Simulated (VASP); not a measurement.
# ZnPb2N2 (I4/mmm) in VASP: further runs

ZnPb2N2 is run at these levels: PBE; tasks: single point, relaxation of cell and atoms.

All numbers are computed with VASP 6.6.1; they aren't measurements. Logs are shortened: lines on timing, memory, paths and dates and some standing lists are left out, and cuts for length are marked.

## (1) The cell of the first run

The structure is tetragonal, space group I4/mmm (No. 139). Conventional cell: a = 4.736 Å, b = 4.736 Å, c = 13.235 Å, α = 90.00°, β = 90.00°, γ = 90.00°. Zn (site symmetry 4/mmm) has 10 N at 3.59 to 4.52 Å and 8 Pb at 4.07 Å and 4 Zn at 4.74 Å within 4.8 Å. Pb (site symmetry -4m2) has 4 N at 2.38 Å within 3.1 Å. Within 3.1 Å of N (site symmetry 4mm) lie 4 Pb at 2.38 Å.

## (2) Single point, PBE

File INCAR:

```
SYSTEM = ZnPb2N2
PREC = Accurate
ENCUT = 520
EDIFF = 1E-6
ISMEAR = 0
SIGMA = 0.1
LREAL = .FALSE.
LASPH = .TRUE.
NELM = 100
ALGO = Normal
ISIF = 2
LWAVE = .FALSE.
LCHARG = .TRUE.
GGA = PE
LELF = .TRUE.
LVHAR = .TRUE.
NBANDS = 33
```

File KPOINTS:

```
Automatic mesh
0
G
  6 6 6
  0 0 0
```

File POSCAR:

```
ZnPb2N2
1.0
   -2.3678199241      2.3678199241      6.6175002635
    2.3678199241     -2.3678199241      6.6175002635
    2.3678199241      2.3678199241     -6.6175002635
Zn Pb N
1 2 2
Direct
    0.0000000000      0.0000000000      0.0000000000
    0.7500000000      0.2500000000      0.5000000000
    0.2500000000      0.7500000000      0.5000000000
    0.2710341722      0.2710341722      0.0000000000
    0.7289658278      0.7289658278      0.0000000000
```

Potentials or basis: VASP PAW PBE potentials, release 64 (Zn, Pb_d, N).

Run with:

```
> cat potpaw_PBE.64/Zn/POTCAR potpaw_PBE.64/Pb_d/POTCAR potpaw_PBE.64/N/POTCAR > POTCAR
> mpirun -np 1 vasp_std > vasp.out
```

OUTCAR:

```text
SYSTEM = ZnPb2N2
   PREC = Accurate
   ENCUT = 520
   EDIFF = 1E-6
   ISMEAR = 0
   LREAL = .FALSE.
   LASPH = .TRUE.
   NELM = 100
   ISIF = 2
   GGA = PE

 ion  position               nearest neighbor table
   1  0.000  0.000  0.000-
   2  0.750  0.250  0.500-   4 2.38   5 2.38   4 2.38   5 2.38   3 3.35   3 3.35   3 3.35   3 3.35

   3  0.250  0.750  0.500-   4 2.38   5 2.38   4 2.38   5 2.38   2 3.35   2 3.35   2 3.35   2 3.35

   4  0.271  0.271  0.000-   2 2.38   3 2.38   3 2.38   2 2.38
   5  0.729  0.729  0.000-   3 2.38   2 2.38   2 2.38   3 2.38

  LATTYP: Found a body centered tetragonal cell.
 ALAT       =     4.7356398482
 C/A-ratio  =     2.7947650056

  Lattice vectors:

 A1 = (  -2.3678199241,   2.3678199241,   6.6175002635)
 A2 = (   2.3678199241,  -2.3678199241,   6.6175002635)
 A3 = (   2.3678199241,   2.3678199241,  -6.6175002635)

Analysis of symmetry for initial positions (statically):
=====================================================================
 Subroutine PRICEL returns:
 Original cell was already a primitive cell.

 Routine SETGRP: Setting up the symmetry group for a
 body centered tetragonal supercell.

 Subroutine GETGRP returns: Found 16 space group operations
 (whereof 16 operations were pure point group operations)
 out of a pool of 16 trial point group operations.

The static configuration has the point symmetry D_4h.

Analysis of symmetry for dynamics (positions and initial velocities):
=====================================================================
 Subroutine PRICEL returns:
 Original cell was already a primitive cell.

 Routine SETGRP: Setting up the symmetry group for a
 body centered tetragonal supercell.

 Subroutine GETGRP returns: Found 16 space group operations
 (whereof 16 operations were pure point group operations)
 out of a pool of 16 trial point group operations.

The dynamic configuration has the point symmetry D_4h.

 Subroutine INISYM returns: Found 16 space group operations
 (whereof 16 operations are pure point group operations),
 and found     1 'primitive' translations

----------------------------------------------------------------------------------------

                                     Primitive cell

  volume of cell :     148.4059

  direct lattice vectors                    reciprocal lattice vectors
    -2.367819924  2.367819924  6.617500264     0.000000000  0.211164707  0.075557232
     2.367819924 -2.367819924  6.617500264     0.211164707  0.000000000  0.075557232
     2.367819924  2.367819924 -6.617500264     0.211164707  0.211164707  0.000000000

  length of vectors
     7.416498643  7.416498643  7.416498643     0.224275341  0.224275341  0.298631992

  position of ions in fractional coordinates (direct lattice)
     0.000000000  0.000000000  0.000000000
     0.750000000  0.250000000  0.500000000
     0.250000000  0.750000000  0.500000000
     0.271034172  0.271034172  0.000000000
     0.728965828  0.728965828  0.000000000

  ion indices of the primitive-cell ions
   primitive index   ion index
                 1           1
                 2           2
                 3           3
                 4           4
                 5           5

----------------------------------------------------------------------------------------

 KPOINTS: Automatic mesh

Automatic generation of k-mesh.
 Grid dimensions read from file:
 generate k-points for:    6    6    6

 Generating k-lattice:

  Cartesian coordinates                     Fractional coordinates (reciprocal lattice)
     0.000000000  0.035194118  0.012592872     0.166666667  0.000000000 -0.000000000
     0.035194118  0.000000000  0.012592872     0.000000000  0.166666667 -0.000000000
     0.035194118  0.035194118  0.000000000     0.000000000  0.000000000  0.166666667

  Length of vectors
     0.037379224  0.037379224  0.049771999

  Shift w.r.t. Gamma in fractional coordinates (k-lattice)
     0.000000000  0.000000000  0.000000000

 Subroutine IBZKPT returns following result:
 ===========================================

 Found     30 irreducible k-points:

 Following reciprocal coordinates:
            Coordinates               Weight
  0.000000  0.000000  0.000000      1.000000
  0.166667 -0.000000  0.000000      8.000000
  0.333333 -0.000000  0.000000      8.000000
  0.500000  0.000000  0.000000      4.000000
  0.166667  0.166667  0.000000      8.000000
  0.333333  0.166667  0.000000     16.000000
[... 16 lines left out ...]
 -0.333333 -0.333333  0.166667      8.000000
 -0.166667 -0.333333  0.166667      8.000000
 [... further k-points ...]
   k-points           NKPTS =     30   k-points in BZ     NKDIM =     30   number of bands    NBANDS=     33
   number of dos      NEDOS =    301   number of ions     NIONS =      5
   total plane-waves  NPLWV = 175616
   dimension x,y,z NGX =    56 NGY =   56 NGZ =   56
   dimension x,y,z NGXF=   112 NGYF=  112 NGZF=  112
   ions per type =               1   2   2
   NGX,Y,Z   is equivalent  to a cutoff of  12.55, 12.55, 12.55 a.u.
   NGXF,Y,Z  is equivalent  to a cutoff of  25.11, 25.11, 25.11 a.u.
 SYSTEM =  ZnPb2N2
   PREC   = accura    normal or accurate (medium, high low for compatibility)
   ISTART =      0    job   : 0-new  1-cont  2-samecut
   ICHARG =      2    charge: 1-file 2-atom 10-const
   ISPIN  =      1    spin polarized calculation?
   LNONCOLLINEAR =      F non collinear calculations
   LSORBIT =      F    spin-orbit coupling
   LASPH  =      T    aspherical Exc in radial PAW
   ENCUT  =  520.0 eV  38.22 Ry    6.18 a.u.  13.79 13.79 13.79*2*pi/ulx,y,z
   NELM   =    100;   NELMIN=  2; NELMDL= -5     # of ELM steps
   EDIFF  = 0.1E-05   stopping-criterion for ELM
   LREAL  =      F    real-space projection
[... 7 lines left out ...]
   TEBEG  =    0.0;   TEEND  =   0.0 temperature during run
   PSTRESS=    0.0 pullay stress
   NELECT =      50.0000    total number of electrons
   NUPDOWN=      -1.0000    fix difference up-down
   EMIN   =  10.00;   EMAX   =-10.00  energy-range for DOS
   EFERMI =   0.00;   METHOD = LEGACY
   ISMEAR =     0;   SIGMA  =   0.10  broadening in eV -4-tet -1-fermi 0-gaus
   EFERMI_NEDOS =   21; number of points for ismear=-14 and -15
   IALGO  =     38    algorithm
   IMIX   =      4    mixing-type and parameters
     AMIX     =   0.40;   BMIX     =  1.00
     AMIX_MAG =   1.60;   BMIX_MAG =  1.00
  volume/ion in A,a.u.               =      29.68       200.30
  Fermi-wavevector in a.u.,A,eV,Ry     =   1.139150  2.152682 17.655786  1.297664
  Thomas-Fermi vector in A             =   2.275854
   LORBIT       =      0    0 simple, 1 ext, 2 COOP (PROOUT), +10 PAW based schemes
   GGA     = PE    functional components
   LHFCALC =     F    Hartree Fock is set to
   AEXX    =    0.0000 exact exchange contribution
   IVDW    =     0    specifies the selected vdW correction
   LEPSILON=     F    determine dielectric tensor
   LRPA    =     F    only Hartree local field effects (RPA)
 non-spin polarized calculation
 Gauss-broadening in eV      SIGMA  =   0.10
  energy-cutoff  :      520.00
  volume of cell :      148.41
 maximum number of plane-waves:      4033
   NGX = 27   NGY = 27   NGZ = 27

 number of electron      50.0000002 magnetization

 Free energy of the ion-electron system (eV)
  ---------------------------------------------------
  ext. energy  EPLUGINS =         0.00000000
  ---------------------------------------------------
  free energy    TOTEN  =       -19.06924836 eV

  energy without entropy =      -19.05190386  energy(sigma->0) =      -19.06057611

 E-fermi :   2.0365     XC(G=0):  -7.8758

 val. band max:        2.0328227701   @ k =  -0.3333   0.1667   0.0000
 cond. band min:       2.0539841159   @ k =   0.3333   0.1667   0.0000
 fundamental gap:      0.0211613458
 Fermi energy:         2.0365052668

 k-point     1 :       0.0000    0.0000    0.0000
  band No.  band energies     occupation
      1     -15.5168      2.00000
      2     -15.3794      2.00000
      3     -14.9712      2.00000
      4     -14.8744      2.00000
      5     -14.8744      2.00000
      6     -14.8074      2.00000
[... 25 lines left out ...]
     32       8.3567      0.00000
     33       8.7177      0.00000

 k-point     2 :       0.1667   -0.0000    0.0000
  band No.  band energies     occupation
      1     -15.4428      2.00000
      2     -15.3222      2.00000
      3     -14.9383      2.00000
      4     -14.8699      2.00000
      5     -14.8663      2.00000
      6     -14.8250      2.00000
[... 25 lines left out ...]
     32       8.6784      0.00000
     33       8.7639      0.00000

 k-point     3 :       0.3333   -0.0000    0.0000
  band No.  band energies     occupation
      1     -15.2534      2.00000
      2     -15.1915      2.00000
      3     -14.8732      2.00000
      4     -14.8572      2.00000
      5     -14.8511      2.00000
      6     -14.8380      2.00000
[... 25 lines left out ...]
     32       8.1135      0.00000
     33       8.5675      0.00000

 k-point     4 :       0.5000    0.0000    0.0000
  band No.  band energies     occupation
      1     -15.1024      2.00000
      2     -15.1024      2.00000
      3     -14.8808      2.00000
      4     -14.8807      2.00000
      5     -14.8157      2.00000
      6     -14.8157      2.00000
[... 25 lines left out ...]
     32       6.9859      0.00000
     33       8.0404      0.00000

 k-point     5 :       0.1667    0.1667    0.0000
  band No.  band energies     occupation
      1     -15.3703      2.00000
      2     -15.2746      2.00000
      3     -14.9071      2.00000
      4     -14.8808      2.00000
      5     -14.8455      2.00000
      6     -14.8420      2.00000
[... 604 lines left out ...]
 k-point    22 :      -0.1667    0.5000    0.1667
  band No.  band energies     occupation
      1     -15.2534      2.00000
      2     -15.1915      2.00000
      3     -14.8732      2.00000
      4     -14.8572      2.00000
      5     -14.8511      2.00000
      6     -14.8380      2.00000
[... 25 lines left out ...]
     32       7.8916      0.00000
     33       8.6465      0.00000

 k-point    23 :      -0.3333   -0.3333    0.1667
  band No.  band energies     occupation
      1     -15.3703      2.00000
      2     -15.2746      2.00000
      3     -14.9071      2.00000
      4     -14.8808      2.00000
      5     -14.8456      2.00000
      6     -14.8419      2.00000
[... 25 lines left out ...]
     32       8.3172      0.00000
     33       8.8188      0.00000

 k-point    24 :      -0.1667   -0.3333    0.1667
  band No.  band energies     occupation
      1     -15.4428      2.00000
      2     -15.3222      2.00000
      3     -14.9383      2.00000
      4     -14.8699      2.00000
      5     -14.8663      2.00000
      6     -14.8251      2.00000
[... 25 lines left out ...]
     32       8.6068      0.00000
     33       8.7740      0.00000

 [... further k-points ...]
[... 5 lines left out ...]
  --------------------------------------------------------------------------------------
  -------------------------------------------------------------------------------------
  Total        0.1034988      0.1034988      0.2607597      0.0000000      0.0000000     -0.0000000
  in kB        1.1173635      1.1173635      2.8151387      0.0000000      0.0000000     -0.0000000
  external PRESSURE =       1.6832886 kB  Pullay stress =       0.0000000 kB

 VOLUME and BASIS-vectors are now :
 -----------------------------------------------------------------------------
  energy-cutoff  :      520.00
  volume of cell :      148.41
      direct lattice vectors                 reciprocal lattice vectors
    -2.367819924  2.367819924  6.617500264     0.000000000  0.211164707  0.075557232
     2.367819924 -2.367819924  6.617500264     0.211164707  0.000000000  0.075557232
     2.367819924  2.367819924 -6.617500264     0.211164707  0.211164707  0.000000000

 POSITION                                       TOTAL-FORCE (eV/Angst)
 -----------------------------------------------------------------------------------
      0.00000      0.00000      0.00000        -0.000000     -0.000000     -0.000000
      0.00000      2.36782      3.30875        -0.000000     -0.000000     -0.000000
      2.36782      0.00000      3.30875        -0.000000     -0.000000      0.000000
      0.00000      0.00000      3.58714         0.000000      0.000000      0.009495
      0.00000      0.00000      9.64786         0.000000      0.000000     -0.009495
 -----------------------------------------------------------------------------------
    total drift:                               -0.000000     -0.000000      0.000000

  FREE ENERGIE OF THE ION-ELECTRON SYSTEM (eV)
  ---------------------------------------------------
  free  energy   TOTEN  =       -19.0692483551 eV

  energy  without entropy=      -19.0519038633  energy(sigma->0) =      -19.06057611
```

It took 13 min on 1 thread of Oxide Virtual Turin-like, shared host; peak memory 0.46 GiB.

What came out:

| Quantity | Value |
| --- | --- |
| Free energy | -19.0692 eV |
| Pressure | 0.2 GPa |
| Largest force | 0.009 eV/Å |
| Band gap on the k mesh | zero (bands 25 and 26 overlap by 1.66 eV) |

Forces in eV/Å, atoms in the order of the input:
```
Zn   0.000  0.000  0.000
Pb   0.000  0.000  0.000
Pb   0.000  0.000  0.000
N    0.000  0.000  0.009
N    0.000  0.000 -0.009
```

Stress tensor (GPa, compression positive):
```
0.11 0.00 0.00
0.00 0.11 0.00
0.00 0.00 0.28
```

Caveat: spin-orbit coupling is left out, which moves the levels of the heavy elements.

(Continued in part 2 of 2.)

The gap in the log of VASP goes by the Fermi energy; the results here count the filled bands.